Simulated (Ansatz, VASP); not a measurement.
Al3Cu2: VASP beside Ansatz

```
Al Cu
1.0
     3.91415    0.00000    0.00000
    -1.95707    3.38975    0.00000
     0.00000    0.00000    4.98210
Al Cu
3 2
Direct
  0.00000 0.00000 0.00000
  0.33333 0.66667 0.35151
  0.66667 0.33333 0.64849
  0.33333 0.66667 0.84229
  0.66667 0.33333 0.15771
```

Change from the starting cell: strain -0.0450 x Voigt [1, 1, 0, 0, 0, 0], atoms carried along.

Alike in both runs: task single point; functional PBEsol; k mesh 12 × 12 × 10; occupations gaussian, width 0.15 eV; no spin polarisation.

```csv
,VASP,Ansatz
version,VASP 6.6.1,Ansatz 0.2.0
potentials or method,"VASP PAW PBE potentials, release 64 (Al, Cu), cutoff 520 eV","scalar-relativistic, plane waves, PAW"
valence electrons in the cell,31,47
```

|  | VASP | Ansatz | Ansatz less VASP |
| --- | --- | --- | --- |
| gap on the k mesh at the Fermi level (eV) | none | none | - |
| pressure (GPa) | 11.3 | 13.2 | +1.81 |
| traceless stress, the component that is largest in VASP (GPa) | -7.29 | -7.28 | +0.010 |
| rms of the force components (eV/Å) | 0.065 | 0.061 | -0.0036 |

VASP's potentials were made for PBE, not for PBEsol. Atom by atom the forces differ by 0.004 eV/Å (rms over components). A gap of «none» marks a metal or a gap that the smearing closes. VASP's potentials hold 31 valence electrons a cell and Ansatz's 47, so a difference there can come from the potentials and not from the codes.
